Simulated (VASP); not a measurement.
# C in VASP: single point with r2SCAN

Aim: the single point of C with r2SCAN.

Everything below comes from runs of VASP 6.6.1. Logs are shortened: lines on timing, memory, paths and dates and some standing lists are left out, and cuts for length are marked.

### 1 The cell of the first run

The cell holds a slab with vacuum, 2 atoms: a = 2.456 Å, b = 2.456 Å, c = 8.524 Å, α = 90.00°, β = 90.00°, γ = 120.00°.

### 2 Single point, r2SCAN (atoms moved at random)

POSCAR

```
C
1.0
    2.4559599776      0.0000000000      0.0000000000
   -1.2279799888      2.1269237313      0.0000000000
    0.0000000000      0.0000000000      8.5238458842
C
2
Direct
    0.3179733174      0.6261834771     -0.0075019049
    0.6820266826      0.3738165229      0.0075019049
```

INCAR.step1

```
SYSTEM = C
PREC = Accurate ; ENCUT = 520
ISMEAR = 0 ; SIGMA = 0.15
LREAL = .FALSE. ; LASPH = .TRUE.
NELM = 60 ; NBANDS = 11
GGA = PE ; ALGO = Normal
EDIFF = 1E-4 ; LWAVE = .TRUE.
LCHARG = .FALSE.
```

INCAR.step2

```
SYSTEM = C
PREC = Accurate ; ENCUT = 520
EDIFF = 1E-6 ; ISMEAR = 0
SIGMA = 0.15 ; LREAL = .FALSE.
LASPH = .TRUE. ; NELM = 60
ALGO = Normal ; ISIF = 2
LWAVE = .FALSE. ; LCHARG = .FALSE.
METAGGA = R2SCAN ; LMIXTAU = .TRUE.
NBANDS = 11 ; ISTART = 1
```

KPOINTS

```
Automatic mesh
0
G
  18 18 4
  0 0 0
```

Potentials or basis: VASP PAW PBE potentials, release 64 (C).

Run with:

```bash
$ cat potpaw_PBE.64/C/POTCAR > POTCAR
$ cp INCAR.step1 INCAR
$ mpirun -np 1 vasp_std > vasp.out
$ cp INCAR.step2 INCAR
$ mpirun -np 1 vasp_std > vasp.out
```

OUTCAR:

```text
SYSTEM = C
   PREC = Accurate
   ENCUT = 520
   EDIFF = 1E-6
   ISMEAR = 0
   LREAL = .FALSE.
   LASPH = .TRUE.
   NELM = 60
   ISIF = 2
   METAGGA = R2SCAN
   ISTART = 1

 ion  position               nearest neighbor table
   1  0.318  0.626  0.992-   2 1.32   2 1.37   2 1.60
   2  0.682  0.374  0.008-   1 1.32   1 1.37   1 1.60

  LATTYP: Found a hexagonal cell.
 ALAT       =     2.4559599776
 C/A-ratio  =     3.4706778457

  Lattice vectors:

 A1 = (   2.4559599776,   0.0000000000,   0.0000000000)
 A2 = (  -1.2279799888,   2.1269237313,   0.0000000000)
 A3 = (   0.0000000000,   0.0000000000,   8.5238458842)

Analysis of symmetry for initial positions (statically):
=====================================================================
 Subroutine PRICEL returns:
 Original cell was already a primitive cell.

 Routine SETGRP: Setting up the symmetry group for a
 hexagonal supercell.

 Subroutine GETGRP returns: Found  2 space group operations
 (whereof  2 operations were pure point group operations)
 out of a pool of 24 trial point group operations.

The static configuration has the point symmetry S_2 .

Analysis of symmetry for dynamics (positions and initial velocities):
=====================================================================
 Subroutine PRICEL returns:
 Original cell was already a primitive cell.

 Routine SETGRP: Setting up the symmetry group for a
 hexagonal supercell.

 Subroutine GETGRP returns: Found  2 space group operations
 (whereof  2 operations were pure point group operations)
 out of a pool of 24 trial point group operations.

The dynamic configuration has the point symmetry S_2 .

 Subroutine INISYM returns: Found  2 space group operations
 (whereof  2 operations are pure point group operations),
 and found     1 'primitive' translations

----------------------------------------------------------------------------------------

                                     Primitive cell

  volume of cell :      44.5255

  direct lattice vectors                    reciprocal lattice vectors
     2.455959978  0.000000000  0.000000000     0.407172759  0.235081302  0.000000000
    -1.227979989  2.126923731  0.000000000     0.000000000  0.470162604  0.000000000
     0.000000000  0.000000000  8.523845884     0.000000000  0.000000000  0.117317935

  length of vectors
     2.455959978  2.455959978  8.523845884     0.470162604  0.470162604  0.117317935

  position of ions in fractional coordinates (direct lattice)
     0.317973317  0.626183477  0.992498095
     0.682026683  0.373816523  0.007501905

  ion indices of the primitive-cell ions
   primitive index   ion index
                 1           1
                 2           2

----------------------------------------------------------------------------------------

 KPOINTS: Automatic mesh

Automatic generation of k-mesh.
 Grid dimensions read from file:
 generate k-points for:   18   18    4

 Generating k-lattice:

  Cartesian coordinates                     Fractional coordinates (reciprocal lattice)
     0.022620709  0.013060072  0.000000000     0.055555556  0.000000000  0.000000000
     0.000000000  0.026120145  0.000000000     0.000000000  0.055555556  0.000000000
     0.000000000  0.000000000  0.029329484     0.000000000  0.000000000  0.250000000

  Length of vectors
     0.026120145  0.026120145  0.029329484

  Shift w.r.t. Gamma in fractional coordinates (k-lattice)
     0.000000000  0.000000000  0.000000000

 Subroutine IBZKPT returns following result:
 ===========================================

 Found    652 irreducible k-points:

 Following reciprocal coordinates:
            Coordinates               Weight
  0.000000  0.000000  0.000000      1.000000
  0.055556 -0.000000  0.000000      2.000000
  0.000000  0.055556  0.000000      2.000000
 -0.055556  0.055556  0.000000      2.000000
  0.111111 -0.000000  0.000000      2.000000
  0.000000  0.111111  0.000000      2.000000
[... 16 lines left out ...]
  0.444444 -0.000000  0.000000      2.000000
  0.000000  0.444444  0.000000      2.000000
 [... further k-points ...]
   k-points           NKPTS =    652   k-points in BZ     NKDIM =    652   number of bands    NBANDS=     11
   number of dos      NEDOS =    301   number of ions     NIONS =      2
   total plane-waves  NPLWV =  20736
   dimension x,y,z NGX =    18 NGY =   18 NGZ =   64
   dimension x,y,z NGXF=    36 NGYF=   36 NGZF=  128
   ions per type =               2
   NGX,Y,Z   is equivalent  to a cutoff of  12.18, 12.18, 12.48 a.u.
   NGXF,Y,Z  is equivalent  to a cutoff of  24.37, 24.37, 24.96 a.u.
 SYSTEM =  C
   PREC   = accura    normal or accurate (medium, high low for compatibility)
   ISTART =      1    job   : 0-new  1-cont  2-samecut
   ICHARG =      0    charge: 1-file 2-atom 10-const
   ISPIN  =      1    spin polarized calculation?
   LNONCOLLINEAR =      F non collinear calculations
   LSORBIT =      F    spin-orbit coupling
   LASPH  =      T    aspherical Exc in radial PAW
   ENCUT  =  520.0 eV  38.22 Ry    6.18 a.u.   4.57  4.57 15.85*2*pi/ulx,y,z
   NELM   =     60;   NELMIN=  2; NELMDL=  0     # of ELM steps
   EDIFF  = 0.1E-05   stopping-criterion for ELM
   LREAL  =      F    real-space projection
[... 7 lines left out ...]
   TEBEG  =    0.0;   TEEND  =   0.0 temperature during run
   PSTRESS=    0.0 pullay stress
   NELECT =       8.0000    total number of electrons
   NUPDOWN=      -1.0000    fix difference up-down
   EMIN   =  10.00;   EMAX   =-10.00  energy-range for DOS
   EFERMI =   0.00;   METHOD = LEGACY
   ISMEAR =     0;   SIGMA  =   0.15  broadening in eV -4-tet -1-fermi 0-gaus
   EFERMI_NEDOS =   21; number of points for ismear=-14 and -15
   IALGO  =     38    algorithm
   IMIX   =      4    mixing-type and parameters
     AMIX     =   0.40;   BMIX     =  1.00
     AMIX_MAG =   1.60;   BMIX_MAG =  1.00
  volume/ion in A,a.u.               =      22.26       150.24
  Fermi-wavevector in a.u.,A,eV,Ry     =   0.923780  1.745691 11.610797  0.853370
  Thomas-Fermi vector in A             =   2.049454
   LORBIT       =      0    0 simple, 1 ext, 2 COOP (PROOUT), +10 PAW based schemes
   METAGGA = R2SCAN    functional components
   LHFCALC =     F    Hartree Fock is set to
   AEXX    =    0.0000 exact exchange contribution
   IVDW    =     0    specifies the selected vdW correction
   LEPSILON=     F    determine dielectric tensor
   LRPA    =     F    only Hartree local field effects (RPA)
 non-spin polarized calculation
 Gauss-broadening in eV      SIGMA  =   0.15
  energy-cutoff  :      520.00
  volume of cell :       44.53
 maximum number of plane-waves:      1221
   NGX =  9   NGY =  9   NGZ = 31

 number of electron       8.0000001 magnetization

 Free energy of the ion-electron system (eV)
  ---------------------------------------------------
  ext. energy  EPLUGINS =         0.00000000
  ---------------------------------------------------
  free energy    TOTEN  =       -18.98547818 eV

  energy without entropy =      -18.98451092  energy(sigma->0) =      -18.98499455

 E-fermi :  -0.8546     XC(G=0):  -5.0635

 val. band max:       -1.0051248798   @ k =   0.3889   0.3333   0.0000
 cond. band min:      -0.8418845389   @ k =   0.3889   0.3333   0.5000
 fundamental gap:      0.1632403408
 Fermi energy:        -0.8545566199

 k-point     1 :       0.0000    0.0000    0.0000
  band No.  band energies     occupation
      1     -21.5741      2.00000
      2      -8.8890      2.00000
      3      -6.4025      2.00000
      4      -0.7906      0.54643
      5       2.5878      0.00000
      6       4.5882      0.00000
      7       5.0939      0.00000
      8       6.3711      0.00000
      9      11.4760      0.00000
     10      11.7496      0.00000
     11      12.5645      0.00000

 k-point     2 :       0.0556   -0.0000    0.0000
  band No.  band energies     occupation
      1     -21.4980      2.00000
      2      -8.7968      2.00000
      3      -6.6016      2.00000
      4      -1.1163      1.98639
      5       2.6840      0.00000
      6       4.7883      0.00000
      7       5.1950      0.00000
      8       6.4630      0.00000
      9      11.4446      0.00000
     10      11.7646      0.00000
     11      12.6676      0.00000

 k-point     3 :       0.0000    0.0556    0.0000
  band No.  band energies     occupation
      1     -21.4958      2.00000
      2      -8.8031      2.00000
      3      -6.4966      2.00000
      4      -1.3989      2.00000
      5       2.6780      0.00000
      6       4.9723      0.00000
      7       5.1918      0.00000
      8       6.4781      0.00000
      9      11.5715      0.00000
     10      11.7360      0.00000
     11      12.6519      0.00000

 k-point     4 :      -0.0556    0.0556    0.0000
  band No.  band energies     occupation
      1     -21.4983      2.00000
      2      -8.7959      2.00000
      3      -6.6078      2.00000
      4      -1.1363      1.99209
      5       2.6837      0.00000
      6       4.8926      0.00000
      7       5.1970      0.00000
      8       6.4616      0.00000
      9      11.3593      0.00000
     10      11.6386      0.00000
     11      12.7667      0.00000
[... 239 lines left out ...]
 k-point    22 :      -0.3889    0.3889    0.0000
  band No.  band energies     occupation
      1     -17.9573      2.00000
      2     -13.1433      2.00000
      3      -6.0066      2.00000
      4      -4.4370      2.00000
      5       2.1304      0.00000
      6       6.5620      0.00000
      7       7.6401      0.00000
      8       9.8972      0.00000
      9      11.4370      0.00000
     10      14.4280      0.00000
     11      16.0729      0.00000

 k-point    23 :       0.4444   -0.0000    0.0000
  band No.  band energies     occupation
      1     -16.9127      2.00000
      2     -14.3348      2.00000
      3      -6.3886      2.00000
      4      -3.4911      2.00000
      5       0.9922      0.00000
      6       5.9841      0.00000
      7       9.1137      0.00000
      8      11.2811      0.00000
      9      12.6419      0.00000
     10      12.8441      0.00000
     11      14.6287      0.00000

 k-point    24 :       0.0000    0.4444    0.0000
  band No.  band energies     occupation
      1     -17.0620      2.00000
      2     -12.7905      2.00000
      3      -8.7424      2.00000
      4      -4.6363      2.00000
      5       3.3218      0.00000
      6       6.6096      0.00000
      7       9.1325      0.00000
      8      11.1969      0.00000
      9      12.6485      0.00000
     10      13.0041      0.00000
     11      14.2463      0.00000

 [... further k-points ...]

------------------------ aborting loop because EDIFF is reached ----------------------------------------

  FORCE on cell =-STRESS in cart. coord.  units (eV):
  Direction    XX          YY          ZZ          XY          YZ          ZX
  --------------------------------------------------------------------------------------
  -------------------------------------------------------------------------------------
  Total        3.5029368      0.2967542     -0.2515649     -0.3773448     -0.9296089      0.2343889
  in kB      126.0474584     10.6782164     -9.0521529    -13.5781377    -33.4504584      8.4341017
  external PRESSURE =      42.5578406 kB  Pullay stress =       0.0000000 kB

 VOLUME and BASIS-vectors are now :
 -----------------------------------------------------------------------------
  energy-cutoff  :      520.00
  volume of cell :       44.53
      direct lattice vectors                 reciprocal lattice vectors
     2.455959978  0.000000000  0.000000000     0.407172759  0.235081302  0.000000000
    -1.227979989  2.126923731  0.000000000     0.000000000  0.470162604  0.000000000
     0.000000000  0.000000000  8.523845884     0.000000000  0.000000000  0.117317935

 POSITION                                       TOTAL-FORCE (eV/Angst)
 -----------------------------------------------------------------------------------
      0.01199      1.33184      8.45990        -1.832222      7.267122      1.862846
      1.21599      0.79508      0.06395         1.832222     -7.267122     -1.862846
 -----------------------------------------------------------------------------------
    total drift:                                0.000000     -0.000000      0.000000

  FREE ENERGIE OF THE ION-ELECTRON SYSTEM (eV)
  ---------------------------------------------------
  free  energy   TOTEN  =       -18.9854781823 eV

  energy  without entropy=      -18.9845109162  energy(sigma->0) =      -18.98499455
```

It took 27 min on 1 thread of Intel Xeon 8259CL, shared host; peak memory 0.36 GiB.

Results:

- Free energy: -18.9855 eV
- Largest force: 7.723 eV/Å
- Band gap on the k mesh: zero (bands 4 and 5 overlap by 0.05 eV)

Forces in eV/Å, atoms in the order of the input:
```
C   -1.832  7.267  1.863
C    1.832 -7.267 -1.863
```

Levels at points of the mesh, in eV from the Fermi level:
```tsv
k point	band 1	band 2	band 3	band 4	band 5	band 6	band 7	band 8	band 9
(0.00, 0.00, 0.00)	-20.72	-8.03	-5.55	0.06	3.44	5.44	5.95	7.23	12.33
(0.50, 0.00, 0.00)	-15.22	-14.41	-5.63	-2.07	1.17	6.82	11.61	11.64	13.46
(0.00, 0.50, 0.00)	-15.76	-12.52	-7.95	-3.52	3.83	7.44	11.48	11.81	13.22
(0.50, 0.50, 0.00)	-14.91	-14.83	-5.55	-1.69	0.64	7.31	11.58	11.64	13.46
(0.00, 0.00, 0.50)	-20.72	-8.03	-5.55	0.06	4.14	4.31	5.45	9.58	10.74
(0.50, 0.00, 0.50)	-15.22	-14.41	-5.63	-2.07	1.16	6.82	12.05	12.22	12.55
(0.00, 0.50, 0.50)	-15.76	-12.52	-7.95	-3.52	3.82	7.44	11.80	12.47	12.59
(0.50, 0.50, 0.50)	-14.91	-14.83	-5.55	-1.69	0.64	7.31	12.09	12.12	12.54
```

Caveat: the cell differs from its parent crystal (atoms moved at random); the PAW data sets were made with another functional, which shifts forces and pressure a little.
